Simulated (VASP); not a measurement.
# GaN (P6_3mc) in VASP: further runs, part 2 of 2

VASP 6.6.1.

### Step 4. Single point, r2SCAN

File POSCAR:

```
GaN
1.0
    3.1831493761      0.0000000000      0.0000000000
   -1.5915746880      2.7566882238      0.0000000000
    0.0000000000      0.0000000000      5.1836252293
Ga N
2 2
Direct
    0.3333333333      0.6666666667     -0.0008868111
    0.6666666667      0.3333333333      0.4991131889
    0.3333333333      0.6666666667      0.3758868111
    0.6666666667      0.3333333333      0.8758868111
```

File INCAR.step1:

```
SYSTEM = GaN
PREC     = Accurate       ! precision mode
ENCUT    = 520            ! plane-wave cutoff, eV
ISMEAR   = 0              ! smearing method
SIGMA    = 0.01           ! smearing width, eV
LREAL    = .FALSE.        ! projectors in reciprocal space
LASPH    = .TRUE.         ! aspherical terms in the spheres
NELM     = 100            ! most SCF steps
NBANDS   = 26             ! bands
GGA      = PE             ! functional
ALGO     = Normal         ! electronic algorithm
EDIFF    = 1E-4           ! SCF threshold, eV
LWAVE    = .TRUE.         ! write WAVECAR
LCHARG   = .FALSE.        ! write CHGCAR
```

File INCAR.step2:

```
SYSTEM = GaN
PREC     = Accurate       ! precision mode
ENCUT    = 520            ! plane-wave cutoff, eV
EDIFF    = 1E-6           ! SCF threshold, eV
ISMEAR   = 0              ! smearing method
SIGMA    = 0.01           ! smearing width, eV
LREAL    = .FALSE.        ! projectors in reciprocal space
LASPH    = .TRUE.         ! aspherical terms in the spheres
NELM     = 100            ! most SCF steps
ALGO     = Normal         ! electronic algorithm
ISIF     = 2              ! what is computed and relaxed
LWAVE    = .FALSE.        ! write WAVECAR
LCHARG   = .TRUE.         ! write CHGCAR
METAGGA  = R2SCAN         ! meta-GGA
LMIXTAU  = .TRUE.       
LELF     = .TRUE.         ! ELF
LVHAR    = .TRUE.       
NBANDS   = 26             ! bands
ISTART   = 1
```

File KPOINTS:

```
regular mesh
0
G
  6 6 4
  0 0 0
```

Potentials or basis: VASP PAW PBE potentials, release 64 (Ga_d, N).

Run with:

```
cat potpaw_PBE.64/Ga_d/POTCAR potpaw_PBE.64/N/POTCAR > POTCAR
cp INCAR.step1 INCAR
mpirun -np 1 vasp_std > vasp.out
cp INCAR.step2 INCAR
mpirun -np 1 vasp_std > vasp.out
```

OUTCAR:

```text
SYSTEM = GaN
   PREC = Accurate
   ENCUT = 520
   EDIFF = 1E-6
   ISMEAR = 0
   LREAL = .FALSE.
   LASPH = .TRUE.
   NELM = 100
   ISIF = 2
   METAGGA = R2SCAN
   ISTART = 1

 ion  position               nearest neighbor table
   1  0.333  0.667  0.999-   4 1.95   4 1.95   4 1.95   3 1.95
   2  0.667  0.333  0.499-   3 1.95   3 1.95   3 1.95   4 1.95
   3  0.333  0.667  0.376-   2 1.95   2 1.95   2 1.95   1 1.95
   4  0.667  0.333  0.876-   1 1.95   1 1.95   1 1.95   2 1.95

  LATTYP: Found a hexagonal cell.
 ALAT       =     3.1831493761
 C/A-ratio  =     1.6284580511

  Lattice vectors:

 A1 = (   3.1831493761,   0.0000000000,   0.0000000000)
 A2 = (  -1.5915746880,   2.7566882238,   0.0000000000)
 A3 = (   0.0000000000,   0.0000000000,   5.1836252293)

Analysis of symmetry for initial positions (statically):
=====================================================================
 Subroutine PRICEL returns:
 Original cell was already a primitive cell.

 Routine SETGRP: Setting up the symmetry group for a
 hexagonal supercell.

 Subroutine GETGRP returns: Found 12 space group operations
 (whereof  6 operations were pure point group operations)
 out of a pool of 24 trial point group operations.

The static configuration has the point symmetry C_3v.
 The point group associated with its full space group is C_6v.

Analysis of symmetry for dynamics (positions and initial velocities):
=====================================================================
 Subroutine PRICEL returns:
 Original cell was already a primitive cell.

 Routine SETGRP: Setting up the symmetry group for a
 hexagonal supercell.

 Subroutine GETGRP returns: Found 12 space group operations
 (whereof  6 operations were pure point group operations)
 out of a pool of 24 trial point group operations.

The dynamic configuration has the point symmetry C_3v.
 The point group associated with its full space group is C_6v.

 Subroutine INISYM returns: Found 12 space group operations
 (whereof  6 operations are pure point group operations),
 and found     1 'primitive' translations
[... 115 lines left out ...]
     AMIX_MAG =   1.60;   BMIX_MAG =  1.00
  volume/ion in A,a.u.               =      11.37        76.74
  Fermi-wavevector in a.u.,A,eV,Ry     =   1.514315  2.861641 31.200201  2.293150
  Thomas-Fermi vector in A             =   2.623989
   LORBIT       =      0    0 simple, 1 ext, 2 COOP (PROOUT), +10 PAW based schemes
   METAGGA = R2SCAN    functional components
   LHFCALC =     F    Hartree Fock is set to
   AEXX    =    0.0000 exact exchange contribution
   IVDW    =     0    specifies the selected vdW correction
   LEPSILON=     F    determine dielectric tensor
   LRPA    =     F    only Hartree local field effects (RPA)
 non-spin polarized calculation
 Gauss-broadening in eV      SIGMA  =   0.01
  energy-cutoff  :      520.00
  volume of cell :       45.49
 maximum number of plane-waves:      1248
 NGX is ok and might be reduce to    24
   NGX = 11   NGY = 11   NGZ = 19

 number of electron      35.9999993 magnetization

 Free energy of the ion-electron system (eV)
  ---------------------------------------------------
  ext. energy  EPLUGINS =         0.00000000
  ---------------------------------------------------
  free energy    TOTEN  =       -43.81711246 eV

  energy without entropy =      -43.81711246  energy(sigma->0) =      -43.81711246

 E-fermi :   5.1513     XC(G=0): -12.6632

 val. band max:        5.1033384934   @ k =   0.0000   0.0000   0.0000
 cond. band min:       7.4460548430   @ k =   0.0000   0.0000   0.0000
 fundamental gap:      2.3427163496
 Fermi energy:         5.1512893602

 k-point     1 :       0.0000    0.0000    0.0000
  band No.  band energies     occupation
      1     -11.7092      2.00000
      2     -10.7031      2.00000
      3      -8.7273      2.00000
      4      -8.7113      2.00000
      5      -8.7113      2.00000
      6      -8.6428      2.00000
[... 598 lines left out ...]
     25      19.8684      0.00000
     26      19.8697      0.00000

------------------------ aborting loop because EDIFF is reached ----------------------------------------

  FORCE on cell =-STRESS in cart. coord.  units (eV):
  Direction    XX          YY          ZZ          XY          YZ          ZX
  --------------------------------------------------------------------------------------
  -------------------------------------------------------------------------------------
  Total        0.3161869      0.3161869      0.2662972      0.0000000      0.0000000      0.0000000
  in kB       11.1372038     11.1372038      9.3799153      0.0000000      0.0000000      0.0000000
  external PRESSURE =      10.5514410 kB  Pullay stress =       0.0000000 kB

 VOLUME and BASIS-vectors are now :
 -----------------------------------------------------------------------------
  energy-cutoff  :      520.00
  volume of cell :       45.49
      direct lattice vectors                 reciprocal lattice vectors
     3.183149376  0.000000000  0.000000000     0.314154280  0.181377058  0.000000000
    -1.591574688  2.756688224  0.000000000     0.000000000  0.362754116  0.000000000
     0.000000000  0.000000000  5.183625229     0.000000000  0.000000000  0.192915181

 POSITION                                       TOTAL-FORCE (eV/Angst)
 -----------------------------------------------------------------------------------
     -0.00000      1.83779      5.17903         0.000000     -0.000000      0.004879
      1.59157      0.91890      2.58722        -0.000000      0.000000      0.004879
     -0.00000      1.83779      1.94846         0.000000      0.000000     -0.004879
      1.59157      0.91890      4.54027         0.000000      0.000000     -0.004879
 -----------------------------------------------------------------------------------
    total drift:                                0.000002      0.000004      0.034493

  FREE ENERGIE OF THE ION-ELECTRON SYSTEM (eV)
  ---------------------------------------------------
  free  energy   TOTEN  =       -43.8171124553 eV

  energy  without entropy=      -43.8171124553  energy(sigma->0) =      -43.81711246
```

OUTCAR.step1:

```text
SYSTEM = GaN
   PREC = Accurate
   ENCUT = 520
   ISMEAR = 0
   LREAL = .FALSE.
   LASPH = .TRUE.
   NELM = 100
[... 834 lines left out ...]
      1.59157      0.91890      2.58722         0.000000     -0.000000      0.004790
     -0.00000      1.83779      1.94846         0.000000     -0.000000     -0.004790
      1.59157      0.91890      4.54027        -0.000000      0.000000     -0.004790
 -----------------------------------------------------------------------------------
    total drift:                               -0.000001     -0.000001      0.000144

  FREE ENERGIE OF THE ION-ELECTRON SYSTEM (eV)
  ---------------------------------------------------
  free  energy   TOTEN  =       -24.2928292931 eV

  energy  without entropy=      -24.2928292931  energy(sigma->0) =      -24.29282929
```

Run time: 96 s. Hardware: 1 thread of AMD EPYC 7R13 (Zen 3), shared host; peak memory 0.14 GiB.

Results:

```yaml
Free_energy: -43.8171 eV
Pressure: 1.1 GPa
Largest_force: 0.005 eV/Å
Band_gap_on_the_k_mesh: 2.34 eV, direct
```

Forces on the atoms (eV/Å):
```
Ga   0.000  0.000  0.005
Ga   0.000  0.000  0.005
N    0.000  0.000 -0.005
N    0.000  0.000 -0.005
```

Levels at points of the mesh, in eV from the valence-band top:
| k point | band 14 | band 15 | band 16 | band 17 | band 18 | band 19 | band 20 | band 21 | band 22 | band 23 |
| --- | --- | --- | --- | --- | --- | --- | --- | --- | --- | --- |
| (0.00, 0.00, 0.00) | -1.07 | -1.07 | -0.04 | 0.00 | 0.00 | 2.34 | 4.81 | 9.96 | 10.59 | 10.59 |
| (0.50, 0.00, 0.00) | -5.40 | -4.30 | -2.84 | -2.24 | -1.03 | 5.58 | 6.12 | 6.55 | 9.35 | 11.06 |
| (0.00, 0.00, 0.50) | -3.93 | -0.55 | -0.55 | -0.55 | -0.55 | 4.77 | 4.77 | 9.18 | 9.18 | 11.11 |
| (0.50, 0.00, 0.50) | -6.72 | -2.01 | -2.01 | -1.95 | -1.95 | 4.89 | 4.89 | 8.42 | 8.42 | 10.76 |

Caveat: the PAW data sets were made with another functional, which shifts forces and pressure a little. r2SCAN opens gaps a little over a GGA but as a rule still falls short of measured ones.

### Step 5. Single point, PBE

File INCAR:

```
  PREC = Accurate
  ENCUT = 520
  EDIFF = 1E-6
  ISMEAR = 0
  SIGMA = 0.01
  LREAL = F
  LASPH = T
  NELM = 100
  ALGO = Normal
  ISIF = 2
  LWAVE = F
  LCHARG = F
  GGA = PE
  NBANDS = 26
```

File KPOINTS:

```
regular mesh
0
Gamma
  9 9 4
```

POSCAR is that of step 4.

Run with:

```
cat potpaw_PBE.64/Ga_d/POTCAR potpaw_PBE.64/N/POTCAR > POTCAR
mpirun -np 1 vasp_std > vasp.out
```

It took 38 s on 1 thread of AMD EPYC 7R13 (Zen 3), shared host; peak memory 0.15 GiB.

The run converged. Its results:

* Free energy: -24.2970 eV
* Pressure: 6.3 GPa
* Largest force: 0.005 eV/Å
* Band gap on the k mesh: 1.94 eV, direct

Forces on the atoms (eV/Å):
```
Ga   0.000  0.000  0.005
Ga   0.000  0.000  0.005
N    0.000  0.000 -0.005
N    0.000  0.000 -0.005
```

Stress tensor (GPa, compression positive):
```
6.23 0.00 0.00
0.00 6.23 0.00
0.00 0.00 6.34
```

Levels at points of the mesh, in eV from the valence-band top:
```tsv
k point	band 16	band 17	band 18	band 19	band 20	band 21
(0.00, 0.00, 0.00)	-0.04	0.00	0.00	1.94	4.28	9.22
(0.00, 0.00, 0.50)	-0.53	-0.53	-0.53	4.28	4.28	8.49
```

A hybrid or GW would open this gap; PBE tends to underestimate it.

### Step 6. Overview

| level | k mesh | gap on the mesh (eV) | pressure (GPa) |
| --- | --- | --- | --- |
| PBE | 6 × 6 × 4 | 1.94 | 6.3 |
| r2SCAN | 6 × 6 × 4 | 2.34 | 1.1 |
| PBE | 9 × 9 × 4 | 1.94 | 6.3 |

Alike in all rows: task single point; potentials or basis VASP PAW PBE potentials, release 64 (Ga_d, N); no spin polarisation; cell as given; cutoff (eV) 520; smearing gaussian 0.01 eV.

On the cell as given the gap runs from 1.94 eV (PBE) to 2.34 eV (r2SCAN); the meshes differ, which moves gaps too. The pressure there spans 1.1 GPa (r2SCAN) to 6.3 GPa (PBE); a positive pressure means that this level wants a larger cell, a negative one a smaller.

Caveats: the PAW data sets were made with another functional, which shifts forces and pressure a little (some runs).

Total energies depend on the potentials used, so only differences within one code and one set of settings carry meaning.
